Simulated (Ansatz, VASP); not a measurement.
## Two plane-wave programs on KPd2Se2I

```xyz
6
Lattice="5.2969 0.0000 0.0000 0.0000 5.2969 0.0000 0.0000 0.0000 7.8407" Properties=species:S:1:pos:R:3 pbc="T T T"
K     2.6484    2.6484    3.7898
Pd    2.6484    0.0000    0.1874
Pd    0.0000    2.6484    0.1874
Se    2.6484    0.0000    5.6268
Se    0.0000    2.6484    5.6268
I     2.6484    2.6484    8.0183
```

Alike in both runs: functional PBE; k mesh 3 × 3 × 2; occupations gaussian, width 0.15 eV; no spin polarisation.

Ansatz relaxed the structure, and its values are those at the end. VASP's run is a single point on that final structure, the one shown.

```csv
,VASP,Ansatz
version,VASP 6.6.1,Ansatz 0.2.0
potentials or method,"VASP PAW PBE potentials, release 64 (K_sv, Pd, Se, I), cutoff 520 eV","scalar-relativistic, plane waves, PAW"
valence electrons in the cell,48,94
```

|  | VASP | Ansatz | Ansatz less VASP |
| --- | --- | --- | --- |
| gap on the k mesh at the Fermi level (eV) | none | none | - |
| pressure (GPa) | 0.0 | 0.0 | +0.02 |
| rms of the force components (eV/Å) | 0.011 | 0.013 | +0.0023 |

A gap of «none» marks a metal or a gap that the smearing closes. VASP's potentials hold 48 valence electrons a cell and Ansatz's 94, so a difference there can come from the potentials and not from the codes.

The k mesh is coarse, so the values compare programs but aren't converged. Spin-orbit coupling is off throughout.
